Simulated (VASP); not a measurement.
Runs of VASP 6.6.1 on PbSe. The structure is that of space group Pm-3m (No. 221), or close to it. The cells are those of the table. 

```csv
cell,gap on the mesh (eV),pressure (GPa)
"a = 3.733 Å, 2 atoms",none,(b)
"a = 3.759 Å, 2 atoms",none,-2.3
"a = 3.784 Å, 2 atoms",none,-3.2
"a = 3.809 Å, 2 atoms",none,(a)
"a = 3.707 Å, 2 atoms",none,-0.2
```

Alike in all rows: task single point; level PBEsol; potentials or basis VASP PAW PBE potentials, release 64 (Pb_d, Se); no spin polarisation; k mesh 6 × 6 × 6; cutoff (eV) 500; smearing fermi-dirac 0.05 eV.

Task: Fill in the values left out.

Result: (a) -4.0; (b) -1.3.

Caveats: the PAW data sets were made with another functional, which shifts forces and pressure a little; spin-orbit coupling is left out, which moves the levels of the heavy elements.

A k mesh can miss the band edges, and the runs leave out spin-orbit coupling on Pb, Se.

A gap of «none» marks levels without a gap at the run's occupations.
